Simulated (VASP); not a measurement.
The system is KBr.

```
CELL_PARAMETERS angstrom
0.00000 3.30225 3.30225
3.30225 0.00000 3.30225
3.30225 3.30225 0.00000
ATOMIC_POSITIONS crystal
K 0.00000 0.00000 0.00000
Br 0.50000 0.50000 0.50000
```

Base run:

```yaml
Program: VASP 6.6.1
Functional: PBE
Potentials_or_basis: VASP PAW PBE potentials, release 64 (K_sv, Br)
Cutoff: 500 eV
k_mesh: 4 × 4 × 4
Occupations: gaussian, width 0.01 eV
Spin: no spin polarisation
```

Its results: band gap on the k mesh 4.43 eV; pressure 0.7 GPa.

Problem. The run is repeated on the same cell with these changes: k mesh from 4 × 4 × 4 to 2 × 2 × 2. What comes out?

Solution. Band gap on the k mesh 4.39 eV; pressure 1.3 GPa.

Caveats: some runs use coarse meshes.

